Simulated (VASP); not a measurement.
Here is a VASP 6.6.1 calculation.

Contents of INCAR:

```
SYSTEM = LiCl
PREC     = Accurate       ! precision mode
ENCUT    = 750            ! plane-wave cutoff, eV
EDIFF    = 1E-6           ! SCF threshold, eV
ISMEAR   = -1             ! smearing method
SIGMA    = 0.05           ! smearing width, eV
LREAL    = .False.        ! projectors in reciprocal space
LASPH    = .True.         ! aspherical terms in the spheres
NELM     = 120            ! most SCF steps
ALGO     = Normal         ! electronic algorithm
ISIF     = 2              ! what is computed and relaxed
LWAVE    = .False.        ! write WAVECAR
LCHARG   = .True.         ! write CHGCAR
GGA      = PS             ! functional
LELF     = .True.         ! ELF
LVHAR    = .True.       
NBANDS   = 12             ! bands
GGA_COMPAT= .False.
```

Contents of KPOINTS:

```
Automatic mesh
0
Gamma
  8 8 8
  0 0 0
```

Contents of POSCAR:

```
LiCl
1.0
    0.0000000000      2.5647700000      2.5647700000
    2.5647700000      0.0000000000      2.5647700000
    2.5647700000      2.5647700000      0.0000000000
Cl Li
1 1
Direct
    0.5000000000      0.5000000000      0.5000000000
    0.0000000000      0.0000000000      0.0000000000
```

Potentials or basis: VASP PAW PBE potentials, release 64 (Cl, Li_sv).

Launch:

```sh
$ cat potpaw_PBE.64/Cl/POTCAR potpaw_PBE.64/Li_sv/POTCAR > POTCAR
$ mpirun -np 1 vasp_std > vasp.out
```

Estimate the band gap on the k mesh.

6.13 eV.

Estimate the pressure.

-1.3 GPa.

Caveat: the PAW data sets were made with another functional, which shifts forces and pressure a little. A k mesh can miss the band edges.
